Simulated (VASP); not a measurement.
# Al (P-1) in VASP: further runs

Al is run at these levels: PBEsol; tasks: single point.

Program: VASP 6.6.1. These are calculated values, not measurements. Logs are shortened: lines on timing, memory, paths and dates and some standing lists are left out, and cuts for length are marked.

**1. The cell of the first run**

The typed cell holds 2 atoms: a = 2.812 Å, b = 2.804 Å, c = 4.867 Å, α = 89.86°, β = 89.62°, γ = 119.71°.

**2. Single point, PBEsol**

INCAR

```
SYSTEM = Al
PREC     = Accurate       ! precision mode
ENCUT    = 520            ! plane-wave cutoff, eV
EDIFF    = 1E-7           ! SCF threshold, eV
ISMEAR   = -1             ! smearing method
SIGMA    = 0.05           ! smearing width, eV
LREAL    = .FALSE.        ! projectors in reciprocal space
LASPH    = .TRUE.         ! aspherical terms in the spheres
NELM     = 60             ! most SCF steps
ALGO     = Normal         ! electronic algorithm
ISIF     = 2              ! what is computed and relaxed
LWAVE    = .FALSE.        ! write WAVECAR
LCHARG   = .FALSE.        ! write CHGCAR
GGA      = PS             ! functional
NBANDS   = 10             ! bands
```

KPOINTS

```
regular mesh
0
G
  14 14 7
  0 0 0
```

POSCAR

```
Al
1.0
    2.8124550000      0.0093748500      0.0093748500
   -1.3981091400      2.4309705733      0.0034314333
    0.0162228333      0.0162228333      4.8668500000
Al
2
Direct
    0.6666666667      0.3333333333      0.7500000000
    0.3333333333      0.6666666667      0.2500000000
```

Potentials or basis: VASP PAW PBE potentials, release 64 (Al).

Run with:

```
cat potpaw_PBE.64/Al/POTCAR > POTCAR
mpirun -np 1 vasp_std > vasp.out
```

OUTCAR:

```text
SYSTEM = Al
   PREC = Accurate
   ENCUT = 520
   EDIFF = 1E-7
   ISMEAR = -1
   LREAL = .FALSE.
   LASPH = .TRUE.
   NELM = 60
   ISIF = 2
   GGA = PS

 ion  position               nearest neighbor table
   1  0.667  0.333  0.750-   2 2.92   2 2.92   2 2.92   2 2.93   2 2.93   2 2.94
   2  0.333  0.667  0.250-   1 2.92   1 2.92   1 2.92   1 2.93   1 2.93   1 2.94

  LATTYP: Found a triclinic cell.
 ALAT       =     2.8206070264
 B/A-ratio  =     0.9942338059
 C/A-ratio  =     1.7254810862
 COS(alpha) =     0.0024512796
 COS(beta)  =     0.0090955489
 COS(gamma) =     0.5000085205

  Lattice vectors:

 A1 = (   1.4143458600,   2.4403454233,   0.0128062833)
 A2 = (  -1.3981091400,   2.4309705733,   0.0034314333)
 A3 = (   0.0162228333,   0.0162228333,   4.8668500000)

Analysis of symmetry for initial positions (statically):
=====================================================================
 Subroutine PRICEL returns:
 Original cell was already a primitive cell.

 Routine SETGRP: Setting up the symmetry group for a
 triclinic supercell.

 Subroutine GETGRP returns: Found  2 space group operations
 (whereof  2 operations were pure point group operations)
 out of a pool of  2 trial point group operations.

The static configuration has the point symmetry S_2 .

Analysis of symmetry for dynamics (positions and initial velocities):
=====================================================================
 Subroutine PRICEL returns:
 Original cell was already a primitive cell.

 Routine SETGRP: Setting up the symmetry group for a
 triclinic supercell.

 Subroutine GETGRP returns: Found  2 space group operations
 (whereof  2 operations were pure point group operations)
 out of a pool of  2 trial point group operations.

The dynamic configuration has the point symmetry S_2 .

 Subroutine INISYM returns: Found  2 space group operations
 (whereof  2 operations are pure point group operations),
 and found     1 'primitive' translations

----------------------------------------------------------------------------------------

                                     Primitive cell

  volume of cell :      33.3377

  direct lattice vectors                    reciprocal lattice vectors
     2.812455000  0.009374850  0.009374850     0.354887100  0.204106663 -0.001863313
    -1.398109140  2.430970573  0.003431433    -0.001364039  0.410575766 -0.001364039
     0.016222833  0.016222833  4.866850000    -0.000682645 -0.000682645  0.205476263

  length of vectors
     2.812486249  2.804342859  4.866904076     0.409399384  0.410580298  0.205478531

  position of ions in fractional coordinates (direct lattice)
     0.666666667  0.333333333  0.750000000
     0.333333333  0.666666667  0.250000000

  ion indices of the primitive-cell ions
   primitive index   ion index
                 1           1
                 2           2

----------------------------------------------------------------------------------------

 KPOINTS: regular mesh

Automatic generation of k-mesh.
 Grid dimensions read from file:
 generate k-points for:   14   14    7

 Generating k-lattice:

  Cartesian coordinates                     Fractional coordinates (reciprocal lattice)
     0.025349079  0.014579047 -0.000133094     0.071428571 -0.000000000 -0.000000000
    -0.000097431  0.029326840 -0.000097431    -0.000000000  0.071428571  0.000000000
    -0.000097521 -0.000097521  0.029353752     0.000000000  0.000000000  0.142857143

  Length of vectors
     0.029242813  0.029327164  0.029354076

  Shift w.r.t. Gamma in fractional coordinates (k-lattice)
     0.000000000  0.000000000  0.000000000

 Subroutine IBZKPT returns following result:
 ===========================================

 Found    688 irreducible k-points:

 Following reciprocal coordinates:
            Coordinates               Weight
  0.000000  0.000000  0.000000      1.000000
  0.071429 -0.000000  0.000000      2.000000
  0.142857 -0.000000  0.000000      2.000000
  0.214286  0.000000  0.000000      2.000000
  0.285714 -0.000000  0.000000      2.000000
  0.357143  0.000000  0.000000      2.000000
[... 16 lines left out ...]
 -0.000000  0.142857  0.000000      2.000000
  0.071429  0.142857  0.000000      2.000000
 [... further k-points ...]
   k-points           NKPTS =    688   k-points in BZ     NKDIM =    688   number of bands    NBANDS=     10
   number of dos      NEDOS =    301   number of ions     NIONS =      2
   total plane-waves  NPLWV =  20736
   dimension x,y,z NGX =    24 NGY =   24 NGZ =   36
   dimension x,y,z NGXF=    48 NGYF=   48 NGZF=   72
   ions per type =               2
   NGX,Y,Z   is equivalent  to a cutoff of  14.19, 14.23, 12.30 a.u.
   NGXF,Y,Z  is equivalent  to a cutoff of  28.37, 28.46, 24.59 a.u.
 SYSTEM =  Al
   PREC   = accura    normal or accurate (medium, high low for compatibility)
   ISTART =      0    job   : 0-new  1-cont  2-samecut
   ICHARG =      2    charge: 1-file 2-atom 10-const
   ISPIN  =      1    spin polarized calculation?
   LNONCOLLINEAR =      F non collinear calculations
   LSORBIT =      F    spin-orbit coupling
   LASPH  =      T    aspherical Exc in radial PAW
   ENCUT  =  520.0 eV  38.22 Ry    6.18 a.u.   5.23  5.21  9.05*2*pi/ulx,y,z
   NELM   =     60;   NELMIN=  2; NELMDL= -5     # of ELM steps
   EDIFF  = 0.1E-06   stopping-criterion for ELM
   LREAL  =      F    real-space projection
   EDIFFG = 0.1E-05   stopping-criterion for IOM
   NSW    =      0    number of steps for IOM
   IBRION =     -1    ionic relax: 0-MD 1-quasi-New 2-CG
   NFREE  =      0    steps in history (QN), initial steepest desc. (CG)
   ISIF   =      2    stress and relaxation
   ISYM   =      2    0-nonsym 1-usesym 2-fastsym
   POTIM  = 0.5000    time-step for ionic-motion
   TEBEG  =    0.0;   TEEND  =   0.0 temperature during run
   PSTRESS=    0.0 pullay stress
   NELECT =       6.0000    total number of electrons
   NUPDOWN=      -1.0000    fix difference up-down
   EMIN   =  10.00;   EMAX   =-10.00  energy-range for DOS
   EFERMI =   0.00;   METHOD = LEGACY
   ISMEAR =    -1;   SIGMA  =   0.05  broadening in eV -4-tet -1-fermi 0-gaus
   EFERMI_NEDOS =   21; number of points for ismear=-14 and -15
   IALGO  =     38    algorithm
   IMIX   =      4    mixing-type and parameters
     AMIX     =   0.40;   BMIX     =  1.00
     AMIX_MAG =   1.60;   BMIX_MAG =  1.00
  volume/ion in A,a.u.               =      16.67       112.49
  Fermi-wavevector in a.u.,A,eV,Ry     =   0.924301  1.746676 11.623898  0.854332
  Thomas-Fermi vector in A             =   2.050032
   LORBIT       =      0    0 simple, 1 ext, 2 COOP (PROOUT), +10 PAW based schemes
   GGA     = PS    functional components
   LHFCALC =     F    Hartree Fock is set to
   AEXX    =    0.0000 exact exchange contribution
   IVDW    =     0    specifies the selected vdW correction
   LEPSILON=     F    determine dielectric tensor
   LRPA    =     F    only Hartree local field effects (RPA)
 non-spin polarized calculation
  energy-cutoff  :      520.00
  volume of cell :       33.34
 maximum number of plane-waves:       914
 NGX is ok and might be reduce to    24
   NGX = 11   NGY = 11   NGZ = 19

 number of electron       6.0000000 magnetization

 Free energy of the ion-electron system (eV)
  ---------------------------------------------------
  ext. energy  EPLUGINS =         0.00000000
  ---------------------------------------------------
  free energy    TOTEN  =        -8.11441214 eV

  energy without entropy =       -8.10914693  energy(sigma->0) =       -8.11177954

 E-fermi :   7.7987     XC(G=0): -10.2192

 val. band max:        7.7957450930   @ k =   0.2143  -0.2143   0.2857
 cond. band min:       7.7990366789   @ k =  -0.4286   0.3571   0.4286
 fundamental gap:      0.0032915858
 Fermi energy:         7.7986953646

 k-point     1 :       0.0000    0.0000    0.0000
  band No.  band energies     occupation
      1      -3.2206      2.00000
      2       2.7829      2.00000
      3       3.0108      2.00000
      4      18.9709      0.00000
      5      19.1857      0.00000
      6      19.3401      0.00000
      7      19.3838      0.00000
      8      19.5718      0.00000
      9      20.2060      0.00000
     10      22.5528      0.00000

 k-point     2 :       0.0714   -0.0000    0.0000
  band No.  band energies     occupation
      1      -3.0941      2.00000
      2       2.9059      2.00000
      3       3.1300      2.00000
      4      16.8155      0.00000
      5      18.0394      0.00000
      6      18.7872      0.00000
      7      20.0019      0.00000
      8      20.2714      0.00000
      9      21.0430      0.00000
     10      22.0037      0.00000

 k-point     3 :       0.1429   -0.0000    0.0000
  band No.  band energies     occupation
      1      -2.7153      2.00000
      2       3.2727      2.00000
      3       3.4876      2.00000
      4      14.1056      0.00000
      5      16.8604      0.00000
      6      17.9040      0.00000
      7      19.0650      0.00000
      8      19.7627      0.00000
      9      20.8650      0.00000
     10      21.0224      0.00000

 k-point     4 :       0.2143    0.0000    0.0000
  band No.  band energies     occupation
      1      -2.0863      2.00000
      2       3.8760      2.00000
      3       4.0839      2.00000
      4      11.4942      0.00000
      5      15.8953      0.00000
      6      16.3315      0.00000
      7      17.2767      0.00000
      8      17.7771      0.00000
      9      20.7644      0.00000
     10      20.9417      0.00000
[... 222 lines left out ...]
 k-point    22 :      -0.0714    0.0714   -0.0000
  band No.  band energies     occupation
      1      -3.0927      2.00000
      2       2.9083      2.00000
      3       3.1304      2.00000
      4      17.0279      0.00000
      5      17.8741      0.00000
      6      18.7266      0.00000
      7      20.0420      0.00000
      8      20.2725      0.00000
      9      20.9092      0.00000
     10      22.2050      0.00000

 k-point    23 :      -0.0000    0.1429    0.0000
  band No.  band energies     occupation
      1      -2.7124      2.00000
      2       3.2775      2.00000
      3       3.4883      2.00000
      4      14.2029      0.00000
      5      16.7641      0.00000
      6      17.8733      0.00000
      7      19.1329      0.00000
      8      19.8147      0.00000
      9      20.8863      0.00000
     10      21.0258      0.00000

 k-point    24 :       0.0714    0.1429    0.0000
  band No.  band energies     occupation
      1      -2.3361      2.00000
      2       3.6384      2.00000
      3       3.8458      2.00000
      4      12.9632      0.00000
      5      14.4294      0.00000
      6      18.1414      0.00000
      7      18.6259      0.00000
      8      19.1334      0.00000
      9      19.7505      0.00000
     10      20.5740      0.00000

 [... further k-points ...]

------------------------ aborting loop because EDIFF is reached ----------------------------------------

  FORCE on cell =-STRESS in cart. coord.  units (eV):
  Direction    XX          YY          ZZ          XY          YZ          ZX
  --------------------------------------------------------------------------------------
  -------------------------------------------------------------------------------------
  Total       -0.1431922     -0.1385249     -0.5547430     -0.1024494     -0.0562285     -0.0557691
  in kB       -6.8816802     -6.6573767    -26.6604235     -4.9236193     -2.7022864     -2.6802109
  external PRESSURE =     -13.3998268 kB  Pullay stress =       0.0000000 kB

 VOLUME and BASIS-vectors are now :
 -----------------------------------------------------------------------------
  energy-cutoff  :      520.00
  volume of cell :       33.34
      direct lattice vectors                 reciprocal lattice vectors
     2.812455000  0.009374850  0.009374850     0.354887100  0.204106663 -0.001863313
    -1.398109140  2.430970573  0.003431433    -0.001364039  0.410575766 -0.001364039
     0.016222833  0.016222833  4.866850000    -0.000682645 -0.000682645  0.205476263

 POSITION                                       TOTAL-FORCE (eV/Angst)
 -----------------------------------------------------------------------------------
      1.42110      0.82874      3.65753         0.000639     -0.000100     -0.000217
      0.00947      1.62783      1.22213        -0.000639      0.000100      0.000217
 -----------------------------------------------------------------------------------
    total drift:                                0.000000     -0.000000     -0.000000

  FREE ENERGIE OF THE ION-ELECTRON SYSTEM (eV)
  ---------------------------------------------------
  free  energy   TOTEN  =        -8.1144121426 eV

  energy  without entropy=       -8.1091469278  energy(sigma->0) =       -8.11177954
```

Wall time 100 s (1 thread of AMD EPYC 9R45 (Zen 5), shared host); peak memory 0.26 GiB.

What came out:

```
Free energy            : -8.1144 eV
Pressure               : -1.3 GPa
Band gap on the k mesh : zero (bands 3 and 4 overlap by 5.35 eV)
```

Caveat: the PAW data sets were made with another functional, which shifts forces and pressure a little.

**3. Single point, PBEsol**

INCAR

```
SYSTEM = Al
ALGO = Normal
EDIFF = 1E-7
ENCUT = 520
GGA = PS
ISIF = 2
ISMEAR = -1
LASPH = .True.
LCHARG = .True.
LELF = .True.
LREAL = .False.
LVHAR = .True.
LWAVE = .False.
NBANDS = 10
NELM = 60
PREC = Accurate
SIGMA = 0.05
```

KPOINTS

```
k-points
0
Gamma
  14 14 7
  0 0 0
```

POSCAR

```
Al
1.0
    2.8124550000      0.0187497000      0.0187497000
   -1.3899902800      2.4262831467      0.0068628667
    0.0324456667      0.0324456667      4.8668500000
Al
2
Direct
    0.6666666667      0.3333333333      0.7500000000
    0.3333333333      0.6666666667      0.2500000000
```

Potentials or basis: VASP PAW PBE potentials, release 64 (Al).

Run with:

```
cat potpaw_PBE.64/Al/POTCAR > POTCAR
mpirun -np 1 vasp_std > vasp.out
```

Run time: 1.8 min. Hardware: 1 thread of AMD EPYC 9R45 (Zen 5), shared host; peak memory 0.27 GiB.

The run converged. Its results:

* Free energy: -8.1125 eV
* Pressure: -1.3 GPa
* Band gap on the k mesh: zero (bands 3 and 4 overlap by 5.37 eV)

Stress tensor (GPa, compression positive):
```
-0.74 -0.90 -0.37
-0.90 -0.69 -0.39
-0.37 -0.39 -2.52
```

Levels at points of the mesh, in eV from the Fermi level:
| k point | band 1 | band 2 | band 3 | band 4 | band 5 | band 6 | band 7 | band 8 |
| --- | --- | --- | --- | --- | --- | --- | --- | --- |
| (0.00, 0.00, 0.00) | -11.03 | -5.03 | -4.80 | 11.14 | 11.32 | 11.48 | 11.61 | 11.86 |
| (0.50, 0.00, 0.00) | -5.07 | -4.94 | 0.36 | 0.79 | 1.14 | 1.57 | 6.49 | 7.99 |
| (0.00, 0.50, 0.00) | -4.99 | -4.89 | 0.49 | 0.80 | 1.26 | 1.58 | 6.28 | 7.82 |
| (0.50, 0.50, 0.00) | -4.91 | -4.84 | 0.65 | 0.77 | 1.43 | 1.55 | 6.06 | 7.64 |

Caveat: the PAW data sets were made with another functional, which shifts forces and pressure a little.
